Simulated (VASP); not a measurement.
A run of VASP 6.6.1 is set up as follows.

Contents of INCAR:

```
PREC     = Accurate       # precision mode
ENCUT    = 1000           # plane-wave cutoff, eV
EDIFF    = 1E-6           # SCF threshold, eV
ISMEAR   = -1             # smearing method
SIGMA    = 0.05           # smearing width, eV
LREAL    = Auto         
LASPH    = True           # aspherical terms in the spheres
NELM     = 120            # most SCF steps
ALGO     = Normal         # electronic algorithm
ISIF     = 2              # what is computed and relaxed
LWAVE    = False          # write WAVECAR
LCHARG   = False          # write CHGCAR
GGA      = PE             # functional
IVDW     = 12             # dispersion correction
NBANDS   = 47             # bands
GGA_COMPAT= False
```

KPOINTS

```
Automatic mesh
0
Gamma
  1 1 1
```

File POSCAR:

```
H14CO7
1.0
    5.7770000000      0.0000000000      0.0000000000
    0.0000000000      5.7770000000      0.0000000000
    0.0000000000      0.0000000000      5.7770000000
O H C
7 14 1
Direct
    0.1016963822      0.8807166349      0.6923662801
    0.3628180717      0.7274710057      0.0865501125
    1.0734464255      0.5121516358      0.3948935434
    0.8713346027      0.3097109226      0.9452830189
    0.3714384629      0.2317812013      0.7606023888
    0.6381685996      0.6577808551      0.6778951013
    0.7151981998      0.0699671110      0.3841267094
    0.1986151982      0.9642374935      0.5921239398
    0.2088281115      0.8016790722      0.7900986671
    0.4802838844      0.6334083434      0.0189371646
    0.2548900814      0.6453695690      0.1934395015
    1.0782413017      0.6354682361      0.5223645491
    1.1248398823      0.3721481738      0.4711268825
    0.9614332699      0.3706248918      1.0764756794
    0.9498355548      0.1942703826      0.8523801281
    0.4600311580      0.1153539900      0.8548381513
    0.4831054180      0.3536264497      0.7502856154
    0.6282845768      0.7861346720      0.5648952744
    0.7928855808      0.6034446945      0.7005193007
    0.4071490393      0.0978708672      0.2179331833
    0.5812878657      0.3598753678      0.2693612602
    0.5580924355      0.1749004674      0.2974208066
```

Potentials or basis: VASP PAW PBE potentials, release 64 (O_h, H_h, C_h).

The run is started by

```sh
$ cat potpaw_PBE.64/O_h/POTCAR potpaw_PBE.64/H_h/POTCAR potpaw_PBE.64/C_h/POTCAR > POTCAR
$ mpirun -np 1 vasp_gam > vasp.out
```

(1) Predict the dispersion energy per atom.

(2) Estimate the pressure.

(3) What does it give for the largest force?

Answers

(1) -0.044 eV.

(2) 2.0 GPa.

(3) 2.119 eV/Å.

Caveat: the k points lie up to 1.09 Å⁻¹ apart, too coarse for converged energies, forces and pressures; the atoms stand as in a frame of molecular dynamics.
